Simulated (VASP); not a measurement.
Write the native input for VASP 6.6.1 that does the following.

| Item | Value |
| --- | --- |
| Task | single point |
| Functional | PBE |
| Potentials or basis | VASP PAW PBE potentials, release 64 (Ga_d, B) |
| Cutoff | 520 eV |
| k mesh | 12 × 12 × 18 |
| Occupations | gaussian, width 0.1 eV |
| Spin | no spin polarisation |
| Dipole correction | no |
| Further INCAR settings | ALGO = Fast; EDIFF = 1e-06; NBANDS = 22 |

The structure of Ga2B lies in POSCAR:

```
Ga2B
1.0
    4.4176140283      0.0000000000      0.0000000000
   -2.2088070142      3.8257659726      0.0000000000
    0.0000000000      0.0000000000      2.6283043298
Ga B
2 1
Direct
    0.3333333333      0.6666666667      0.5000000000
    0.6666666667      0.3333333333      0.5000000000
    0.0000000000      0.0000000000      0.5000000000
```

The input as run:

INCAR

```
SYSTEM = Ga2B
PREC = Accurate ; ENCUT = 520
EDIFF = 1E-6 ; ISMEAR = 0
SIGMA = 0.1 ; LREAL = .FALSE.
LASPH = .TRUE. ; NELM = 100
ALGO = Fast ; ISIF = 2
LWAVE = .FALSE. ; LCHARG = .FALSE.
GGA = PE ; NBANDS = 22
```

KPOINTS

```
regular mesh
0
G
  12 12 18
  0 0 0
```

Potentials or basis: VASP PAW PBE potentials, release 64 (Ga_d, B).

Command:

```console
$ cat potpaw_PBE.64/Ga_d/POTCAR potpaw_PBE.64/B/POTCAR > POTCAR
$ mpirun -np 1 vasp_std > vasp.out
```

Results of the run:

```json
{
  "Pressure": "0.1 GPa"
}
```

Run time: 80 s on 1 thread of Intel(R) Xeon(R) Platinum 8375C CPU @ 2.90GHz (Ice Lake), on a shared host, peak memory 0.28 GiB.
